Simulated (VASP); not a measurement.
Wanted: the native input for a VASP 6.6.1 run.

```
Task                   : single point
Functional             : PBE
Potentials or basis    : VASP PAW PBE potentials, release 64 (Mg, F)
Cutoff                 : 600 eV
k mesh                 : 6 × 6 × 8
Occupations            : gaussian, width 0.02 eV
Spin                   : no spin polarisation
Dipole correction      : no
Further INCAR settings : ALGO = Normal; EDIFF = 1e-06; NBANDS = 25
```

The structure of MgF2 lies in POSCAR:

```
MgF2
1.0
    4.6250000000      0.0000000000      0.0000000000
    0.0000000000      4.6250000000      0.0000000000
    0.0000000000      0.0000000000      3.0520000000
Mg F
2 4
Direct
    0.0000000000      0.0000000000      0.0000000000
    0.5000000000      0.5000000000      0.5000000000
    0.3030000000      0.3030000000      0.0000000000
    0.1970000000      0.8030000000      0.5000000000
    0.6970000000      0.6970000000      0.0000000000
    0.8030000000      0.1970000000      0.5000000000
```

These files were run (other wordings do the same):

INCAR

```
PREC = Accurate
ENCUT = 600
EDIFF = 1E-6
ISMEAR = 0
SIGMA = 0.02
LREAL = False
LASPH = True
NELM = 120
ALGO = Normal
ISIF = 2
LWAVE = False
LCHARG = False
GGA = PE
NBANDS = 25
GGA_COMPAT = False
```

KPOINTS

```
Automatic mesh
0
Gamma
  6 6 8
```

Potentials or basis: VASP PAW PBE potentials, release 64 (Mg, F).

Launch:

```sh
$ cat potpaw_PBE.64/Mg/POTCAR potpaw_PBE.64/F/POTCAR > POTCAR
$ mpirun -np 1 vasp_std > vasp.out
```

It gave:

```
Pressure               : 3.5 GPa
Largest force          : 0.022 eV/Å
Band gap on the k mesh : 7.10 eV
```

Caveat: the cell stands under pressure.

Run time: 96 s on 1 thread of Intel Xeon 8259CL, with other jobs on the host, peak memory 0.23 GiB.
